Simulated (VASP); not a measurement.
Write the native input for VASP 6.6.1 that does the following.

| Quantity | Value |
| --- | --- |
| Task | single point |
| Functional | PBEsol |
| Potentials or basis | VASP PAW PBE potentials, release 64 (Ga_d) |
| Cutoff | 520 eV |
| k mesh | 4 × 4 × 4 |
| Occupations | gaussian, width 0.1 eV |
| Spin | no spin polarisation |
| Dipole correction | no |
| Further INCAR settings | ALGO = Normal; EDIFF = 1e-06; NBANDS = 34 |

The structure of Ga lies in POSCAR:

```
Ga
1.0
    3.8169566100     -2.3266295500      0.0000000000
    3.8169566100      2.3266295500      0.0000000000
    0.0000000000      0.0000000000      4.4882540000
Ga
4
Direct
    0.9903146100      0.3344495100      0.2500000000
    0.3344495100      0.9903146100      0.7500000000
    0.0096853900      0.6655504900      0.7500000000
    0.6655504900      0.0096853900      0.2500000000
```

These files were run (other wordings do the same):

INCAR

```
  ALGO = Normal
  EDIFF = 1E-6
  ENCUT = 520
  GGA = PS
  ISIF = 2
  ISMEAR = 0
  LASPH = True
  LCHARG = False
  LREAL = False
  LWAVE = False
  NBANDS = 34
  NELM = 80
  PREC = Accurate
  SIGMA = 0.1
```

KPOINTS

```
k-points
0
Gamma
  4 4 4
```

Potentials or basis: VASP PAW PBE potentials, release 64 (Ga_d).

Run with:

```bash
$ cat potpaw_PBE.64/Ga_d/POTCAR > POTCAR
$ mpirun -np 1 vasp_std > vasp.out
```

Results of the run:

```yaml
Pressure: 0.0 GPa
Largest_force: 0.094 eV/Å
Band_gap_on_the_k_mesh: zero (bands 26 and 27 overlap by 0.18 eV)
```

Caveat: the k points lie up to 0.40 Å⁻¹ apart; the PAW data sets were made with another functional, which shifts forces and pressure a little.

Wall time 26 s on 1 thread of Intel(R) Xeon(R) 6975P-C (Granite Rapids), with other jobs on the host, peak memory 0.2 GiB.
